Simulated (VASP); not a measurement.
TePb, 2 atoms in the cell. The structure is cubic, space group Fm-3m (No. 225). Conventional cell: a = 6.547 Å, b = 6.547 Å, c = 6.547 Å, α = 90.00°, β = 90.00°, γ = 90.00°. Pb (site symmetry m-3m) has 6 Te at 3.27 Å within 4.3 Å. Within 4.3 Å of Te (site symmetry m-3m) lie 6 Pb at 3.27 Å. 

| Property | Result |
| --- | --- |
| Program | VASP 6.6.1 |
| Task | single point |
| Functional | b88 exchange, pbe correlation |
| Potentials or basis | VASP PAW PBE potentials, release 64 (Pb_d, Te) |
| Cutoff | 500 eV |
| k mesh | 7 × 7 × 7 |
| Occupations | fermi-dirac, width 0.05 eV |
| Spin | no spin polarisation |
| Dipole correction | no |
| Further INCAR settings | ALGO = Normal; EDIFF = 1e-06; NBANDS = 17 |

Potentials or basis: VASP PAW PBE potentials, release 64 (Pb_d, Te).

The run is started by

```console
$ cat potpaw_PBE.64/Pb_d/POTCAR potpaw_PBE.64/Te/POTCAR > POTCAR
$ mpirun -np 1 vasp_std > vasp.out
```

Hardware: 1 thread of Intel(R) Xeon(R) Platinum 8375C CPU @ 2.90GHz (Ice Lake), with other jobs on the host.

**Question.** How long does it take, and how much memory?

**Answer.** Run time: 17 s on 1 thread of Intel(R) Xeon(R) Platinum 8375C CPU @ 2.90GHz (Ice Lake), on a shared host, peak memory 0.21 GiB. Counts: scf iterations 12, k points 20.
